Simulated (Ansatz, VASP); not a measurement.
# Two plane-wave programs on Ti

```
CELL_PARAMETERS angstrom
2.70952 0.00000 0.00000
0.00000 2.70952 0.00000
0.00000 0.00000 2.70952
ATOMIC_POSITIONS crystal
Ti 0.00000 0.00000 0.00000
```

Alike in both runs: task single point; functional BLYP; k mesh 13 × 13 × 13; occupations fermi-dirac, width 0.1 eV; no spin polarisation.

|  | VASP | Ansatz |
| --- | --- | --- |
| version | VASP 6.6.1 | Ansatz 0.2.0 |
| potentials or method | VASP PAW PBE potentials, release 64 (Ti_sv), cutoff 520 eV | plane waves (420 eV) with PAW, scalar-relativistic |
| valence electrons in the cell | 12 | 12 |

|  | VASP | Ansatz | Ansatz less VASP |
| --- | --- | --- | --- |
| pressure (GPa) | -2.8 | -2.8 | +0.04 |

VASP's potentials were made for PBE, not for BLYP.
